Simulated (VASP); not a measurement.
# CaF (P1) in VASP: relaxation of cell and atoms with PBE

Aim: the relaxation of cell and atoms of CaF with PBE.

All numbers are computed with VASP 6.6.1; they aren't measurements. Logs are shortened: lines on timing, memory, paths and dates and some standing lists are left out, and cuts for length are marked.

### 1 The cell of the first run

The typed cell holds 8 atoms: a = 3.805 Å, b = 6.817 Å, c = 6.905 Å, α = 106.84°, β = 90.84°, γ = 90.82°.

### 2 Relaxation of cell and atoms, PBE

Contents of INCAR:

```
ALGO = Normal
EDIFF = 1E-7
EDIFFG = -0.04
ENCUT = 600
GGA = PE
GGA_COMPAT = False
IBRION = 2
ISIF = 3
ISMEAR = 0
LASPH = True
LCHARG = False
LREAL = False
LWAVE = False
NELM = 120
NELMIN = 4
NSW = 90
PREC = Accurate
SIGMA = 0.1
```

Contents of KPOINTS:

```
k-points
0
Gamma
  4 4 4
```

Contents of POSCAR:

```
CaF
1.0
    3.8050108717      0.0000000000      0.0000000000
   -0.0978467968      6.8161314770      0.0000000000
   -0.1009600334     -2.0023382466      6.6073096509
Ca F
4 4
Direct
    0.8096940714      0.7549995791      0.2580533377
    0.2276861351      0.7681632064      0.7439586632
    0.2729563595      0.2601180090      0.2295920199
    0.7639068881      0.2438714551      0.7618917895
    0.2633919581      0.1178983221      0.8730735945
    0.7203572700      0.8899707145      0.6016597925
    0.7668113332      0.3814474684      0.1101710632
    0.1751959847      0.5835312453      0.4215997394
```

Potentials or basis: VASP PAW PBE potentials, release 64 (Ca_sv, F).

On the command line:

```sh
$ cat potpaw_PBE.64/Ca_sv/POTCAR potpaw_PBE.64/F/POTCAR > POTCAR
$ mpirun -np 1 vasp_std > vasp.out
```

OUTCAR:

```text
EDIFF = 1E-7
   EDIFFG = -0.04
   ENCUT = 600
   GGA = PE
   IBRION = 2
   ISIF = 3
   ISMEAR = 0
   LASPH = True
   LREAL = False
   NELM = 120
   NELMIN = 4
   NSW = 90
   PREC = Accurate

 ion  position               nearest neighbor table
   1  0.810  0.755  0.258-   8 2.31   6 2.31   7 2.46
   2  0.228  0.768  0.744-   8 2.22   5 2.29   6 2.38   6 2.42
   3  0.273  0.260  0.230-   8 2.26   7 2.30   7 2.34   5 2.37
   4  0.764  0.244  0.762-   5 2.31   5 2.31   7 2.31   6 2.35
   5  0.263  0.118  0.873-   2 2.29   4 2.31   4 2.31   3 2.37
   6  0.720  0.890  0.602-   1 2.31   4 2.35   2 2.38   2 2.42
   7  0.767  0.381  0.110-   3 2.30   4 2.31   3 2.34   1 2.46
   8  0.175  0.584  0.422-   2 2.22   3 2.26   1 2.31

  LATTYP: Found a triclinic cell.
 ALAT       =     7.7590407777
 B/A-ratio  =     1.4201708134
 C/A-ratio  =     0.4903970711
 COS(alpha) =     0.0002825293
 COS(beta)  =     0.4777863890
 COS(gamma) =     0.7031660858

  Lattice vectors:

 A1 = (  -3.7071640749,  -6.8161314770,   0.0000000000)
 A2 = (  -0.0031132366,  -8.8184697236,   6.6073096509)
 A3 = (  -3.8050108717,   0.0000000000,   0.0000000000)

Analysis of symmetry for initial positions (statically):
=====================================================================
 Subroutine PRICEL returns:
 Original cell was already a primitive cell.

 Routine SETGRP: Setting up the symmetry group for a
 triclinic supercell.

 Subroutine GETGRP returns: Found  1 space group operations
 (whereof  1 operations were pure point group operations)
 out of a pool of  2 trial point group operations.

The static configuration has the point symmetry C_1 .

Analysis of symmetry for dynamics (positions and initial velocities):
=====================================================================
 Subroutine PRICEL returns:
 Original cell was already a primitive cell.

 Routine SETGRP: Setting up the symmetry group for a
 triclinic supercell.

 Subroutine GETGRP returns: Found  1 space group operations
 (whereof  1 operations were pure point group operations)
 out of a pool of  2 trial point group operations.

The dynamic configuration has the point symmetry C_1 .

 Subroutine INISYM returns: Found  1 space group operations
 (whereof  1 operations are pure point group operations),
 and found     1 'primitive' translations

----------------------------------------------------------------------------------------

                                     Primitive cell

  volume of cell :     171.3636

  direct lattice vectors                    reciprocal lattice vectors
     3.805010872  0.000000000  0.000000000     0.262811338  0.003772704  0.005159085
    -0.097846797  6.816131477  0.000000000     0.000000000  0.146710785  0.044460549
    -0.100960033 -2.002338247  6.607309651     0.000000000  0.000000000  0.151347531

  length of vectors
     3.805010872  6.816833745  6.904787629     0.262889043  0.153299690  0.151347531

  position of ions in fractional coordinates (direct lattice)
     0.809694071  0.754999579  0.258053338
     0.227686135  0.768163206  0.743958663
     0.272956360  0.260118009  0.229592020
     0.763906888  0.243871455  0.761891789
     0.263391958  0.117898322  0.873073594
     0.720357270  0.889970715  0.601659793
     0.766811333  0.381447468  0.110171063
     0.175195985  0.583531245  0.421599739

  ion indices of the primitive-cell ions
   primitive index   ion index
                 1           1
                 2           2
                 3           3
                 4           4
                 5           5
                 6           6
                 7           7
                 8           8

----------------------------------------------------------------------------------------

 KPOINTS: k-points

Automatic generation of k-mesh.
 Grid dimensions read from file:
 generate k-points for:    4    4    4

 Generating k-lattice:

  Cartesian coordinates                     Fractional coordinates (reciprocal lattice)
     0.065702835  0.000943176  0.001289771     0.250000000 -0.000000000  0.000000000
     0.000000000  0.036677696  0.011115137     0.000000000  0.250000000 -0.000000000
     0.000000000  0.000000000  0.037836883     0.000000000  0.000000000  0.250000000

  Length of vectors
     0.065722261  0.038324922  0.037836883

  Shift w.r.t. Gamma in fractional coordinates (k-lattice)
     0.000000000  0.000000000  0.000000000

 Subroutine IBZKPT returns following result:
 ===========================================

 Found     36 irreducible k-points:

 Following reciprocal coordinates:
            Coordinates               Weight
  0.000000  0.000000  0.000000      1.000000
  0.250000  0.000000  0.000000      2.000000
  0.500000  0.000000  0.000000      1.000000
  0.000000  0.250000  0.000000      2.000000
  0.250000  0.250000  0.000000      2.000000
  0.500000  0.250000  0.000000      2.000000
[... 16 lines left out ...]
  0.000000 -0.250000  0.250000      2.000000
  0.250000 -0.250000  0.250000      2.000000
 [... further k-points ...]
   k-points           NKPTS =     36   k-points in BZ     NKDIM =     36   number of bands    NBANDS=     40
   number of dos      NEDOS =    301   number of ions     NIONS =      8
   total plane-waves  NPLWV =  90720
   dimension x,y,z NGX =    30 NGY =   54 NGZ =   56
   dimension x,y,z NGXF=    60 NGYF=  108 NGZF=  112
   ions per type =               4   4
   NGX,Y,Z   is equivalent  to a cutoff of  13.11, 13.17, 13.48 a.u.
   NGXF,Y,Z  is equivalent  to a cutoff of  26.21, 26.34, 26.97 a.u.
 SYSTEM =  unknown system
   PREC   = accura    normal or accurate (medium, high low for compatibility)
   ISTART =      0    job   : 0-new  1-cont  2-samecut
   ICHARG =      2    charge: 1-file 2-atom 10-const
   ISPIN  =      1    spin polarized calculation?
   LNONCOLLINEAR =      F non collinear calculations
   LSORBIT =      F    spin-orbit coupling
   LASPH  =      T    aspherical Exc in radial PAW
   ENCUT  =  600.0 eV  44.10 Ry    6.64 a.u.   7.60 13.61 13.79*2*pi/ulx,y,z
   NELM   =    120;   NELMIN=  4; NELMDL= -5     # of ELM steps
   EDIFF  = 0.1E-06   stopping-criterion for ELM
   LREAL  =      F    real-space projection
   EDIFFG = -.4E-01   stopping-criterion for IOM
   NSW    =     90    number of steps for IOM
   IBRION =      2    ionic relax: 0-MD 1-quasi-New 2-CG
   NFREE  =      1    steps in history (QN), initial steepest desc. (CG)
   ISIF   =      3    stress and relaxation
   ISYM   =      2    0-nonsym 1-usesym 2-fastsym
   POTIM  = 0.5000    time-step for ionic-motion
   TEBEG  =    0.0;   TEEND  =   0.0 temperature during run
   PSTRESS=    0.0 pullay stress
   NELECT =      68.0000    total number of electrons
   NUPDOWN=      -1.0000    fix difference up-down
   EMIN   =  10.00;   EMAX   =-10.00  energy-range for DOS
   EFERMI =   0.00;   METHOD = LEGACY
   ISMEAR =     0;   SIGMA  =   0.10  broadening in eV -4-tet -1-fermi 0-gaus
   EFERMI_NEDOS =   21; number of points for ismear=-14 and -15
   IALGO  =     38    algorithm
   IMIX   =      4    mixing-type and parameters
     AMIX     =   0.40;   BMIX     =  1.00
     AMIX_MAG =   1.60;   BMIX_MAG =  1.00
  volume/ion in A,a.u.               =      21.42       144.55
  Fermi-wavevector in a.u.,A,eV,Ry     =   1.203017  2.273372 19.691018  1.447249
  Thomas-Fermi vector in A             =   2.338782
   LORBIT       =      0    0 simple, 1 ext, 2 COOP (PROOUT), +10 PAW based schemes
   GGA     = PE    functional components
   LHFCALC =     F    Hartree Fock is set to
   AEXX    =    0.0000 exact exchange contribution
   IVDW    =     0    specifies the selected vdW correction
   LEPSILON=     F    determine dielectric tensor
   LRPA    =     F    only Hartree local field effects (RPA)
 conjugate gradient relaxation of ions
 non-spin polarized calculation
 Gauss-broadening in eV      SIGMA  =   0.10
  energy-cutoff  :      600.00
  volume of cell :      171.36
 maximum number of plane-waves:      5749
   NGX = 15   NGY = 27   NGZ = 27

--------------------------------------- Ionic step        1  -------------------------------------------

 number of electron      68.0000002 magnetization

 Free energy of the ion-electron system (eV)
  ---------------------------------------------------
  ext. energy  EPLUGINS =         0.00000000
  ---------------------------------------------------
  free energy    TOTEN  =       -37.56922363 eV

  energy without entropy =      -37.54851416  energy(sigma->0) =      -37.55886890

------------------------ aborting loop because EDIFF is reached ----------------------------------------

  FORCE on cell =-STRESS in cart. coord.  units (eV):
  Direction    XX          YY          ZZ          XY          YZ          ZX
  --------------------------------------------------------------------------------------
  -------------------------------------------------------------------------------------
  Total        3.0816778      1.8832290      0.8924511      0.0162618     -1.4115891      0.4093535
  in kB       28.8123905     17.6073986      8.3440426      0.1520406    -13.1977636      3.8272828
  external PRESSURE =      18.2546106 kB  Pullay stress =       0.0000000 kB
[... 107 lines left out ...]
  FREE ENERGIE OF THE ION-ELECTRON SYSTEM (eV)
  ---------------------------------------------------
  free  energy   TOTEN  =       -37.7162161043 eV

  energy  without entropy=      -37.6961063792  energy(sigma->0) =      -37.70616124

[... ionic steps 4 to 14 ...]

--------------------------------------- Ionic step       15  -------------------------------------------

 number of electron      67.9999977 magnetization

------------------------ aborting loop because EDIFF is reached ----------------------------------------

  FORCE on cell =-STRESS in cart. coord.  units (eV):
  Direction    XX          YY          ZZ          XY          YZ          ZX
  --------------------------------------------------------------------------------------
  -------------------------------------------------------------------------------------
  Total       -0.0931655      0.0139341     -0.0067399      0.0305903      0.0213557      0.0033452
  in kB       -0.8418985      0.1259170     -0.0609062      0.2764324      0.1929829      0.0302289
  external PRESSURE =      -0.2589625 kB  Pullay stress =       0.0000000 kB
[... 69 lines left out ...]
  energy  without entropy=      -38.0798459596  energy(sigma->0) =      -38.09161499

--------------------------------------- Ionic step       17  -------------------------------------------

 number of electron      67.9999974 magnetization

 Free energy of the ion-electron system (eV)
  ---------------------------------------------------
  ext. energy  EPLUGINS =         0.00000000
  ---------------------------------------------------
  free energy    TOTEN  =       -38.10436073 eV

  energy without entropy =      -38.08069290  energy(sigma->0) =      -38.09252681

 E-fermi :   3.1534     XC(G=0):  -8.4267

 val. band max:        3.1350628961   @ k =   0.2500   0.5000   0.5000
 cond. band min:       3.1613602444   @ k =   0.5000   0.5000   0.0000
 fundamental gap:      0.0262973483
 Fermi energy:         3.1533751302

 k-point     1 :       0.0000    0.0000    0.0000
  band No.  band energies     occupation
      1     -39.0448      2.00000
      2     -39.0266      2.00000
      3     -39.0179      2.00000
      4     -39.0140      2.00000
      5     -23.1159      2.00000
      6     -22.9119      2.00000
[... 1021 lines left out ...]
     39       4.9835      0.00000
     40       6.0683      0.00000

 [... further k-points ...]

------------------------ aborting loop because EDIFF is reached ----------------------------------------

  FORCE on cell =-STRESS in cart. coord.  units (eV):
  Direction    XX          YY          ZZ          XY          YZ          ZX
  --------------------------------------------------------------------------------------
  -------------------------------------------------------------------------------------
  Total       -0.0228257     -0.0567017     -0.0470338      0.0308626     -0.0009262      0.0057261
  in kB       -0.2062080     -0.5122452     -0.4249052      0.2788138     -0.0083672      0.0517301
  external PRESSURE =      -0.3811195 kB  Pullay stress =       0.0000000 kB
[... 23 lines left out ...]
  FREE ENERGIE OF THE ION-ELECTRON SYSTEM (eV)
  ---------------------------------------------------
  free  energy   TOTEN  =       -38.1043607308 eV

  energy  without entropy=      -38.0806928958  energy(sigma->0) =      -38.09252681

 reached required accuracy - stopping structural energy minimisation
```

Run time: 36 min. Hardware: 1 thread of AMD EPYC 9R45 (Zen 5), shared host; peak memory 0.42 GiB.

What came out:

```
Free energy                           : -38.1044 eV
Relaxed volume                        : 22.17 Å³/atom
Relaxed cell                          : a = 3.970 Å, b = 6.918 Å, c = 6.914 Å, α = 110.91°, β = 89.98°, γ = 90.08°
Space group after relaxing (to 0.1 Å) : P4/nmm (No. 129)
Energy gained by relaxing             : 66.9 meV/atom
Ionic steps                           : 17
Pressure after relaxing               : 0.0 GPa
Largest force after relaxing          : 0.029 eV/Å
Band gap on the k mesh                : zero (bands 34 and 35 overlap by 0.54 eV)
```

Forces on the atoms (eV/Å):
```
Ca  -0.014 -0.007  0.001
Ca  -0.007 -0.004 -0.021
Ca   0.008 -0.006  0.018
Ca   0.021 -0.018  0.008
F   -0.004 -0.005  0.015
F    0.005  0.013  0.004
F   -0.011  0.015 -0.015
F    0.001  0.011 -0.010
```

Step by step:
| step | energy change (eV) | largest force (eV/Å) | pressure (GPa) | volume (Å³) |
| --- | --- | --- | --- | --- |
| 1 | 0.0000 | 0.6821 | 1.83 | 171.36 |
| 2 | -0.1116 | 0.6408 | 0.12 | 177.47 |
| 3 | -0.1470 | 0.5870 | -1.36 | 183.92 |
| 4 | -0.2362 | 0.6027 | -0.87 | 183.02 |
| 5 | -0.2854 | 0.6402 | -0.14 | 181.77 |
| 6 | -0.3551 | 0.5495 | -0.15 | 180.64 |
| 7 | -0.4777 | 0.3313 | 0.18 | 177.24 |
| 8 | -0.4825 | 0.3834 | 0.45 | 176.09 |
| 9 | -0.5037 | 0.2790 | -0.42 | 178.65 |
| 10 | -0.5076 | 0.2614 | -0.21 | 177.94 |
| 11 | -0.5269 | 0.1092 | 0.22 | 176.42 |
| 12 | -0.5278 | 0.1243 | 0.35 | 176.00 |
| 13 | -0.5303 | 0.1061 | -0.35 | 178.42 |
| 14 | -0.5315 | 0.0590 | -0.10 | 177.54 |
| 15 | -0.5337 | 0.0469 | -0.03 | 177.30 |
| 16 | -0.5342 | 0.0465 | 0.04 | 177.12 |
| 17 | -0.5351 | 0.0288 | -0.04 | 177.35 |

Final structure:
```xyz
8
Lattice="3.9692 0.0274 0.0409 -0.0549 6.9136 -0.2276 -0.0495 -2.2540 6.5359" Properties=species:S:1:pos:R:3 pbc="T T T"
Ca    2.9317    4.5352    1.5745
Ca    0.9150    3.6082    4.6728
Ca    0.9634    1.2764    1.5034
Ca    2.9180   -0.0394    4.9468
F     0.9392   -1.0862    5.6862
F     2.8976    4.6516    3.9243
F     2.9517    2.3191    0.7690
F     0.9425    3.4833    2.3201
```

Caveat: the k points lie up to 0.40 Å⁻¹ apart in the final cell, too coarse for converged energies and pressures of a metal.

The gap in the log of VASP goes by the Fermi energy; the results here count the filled bands.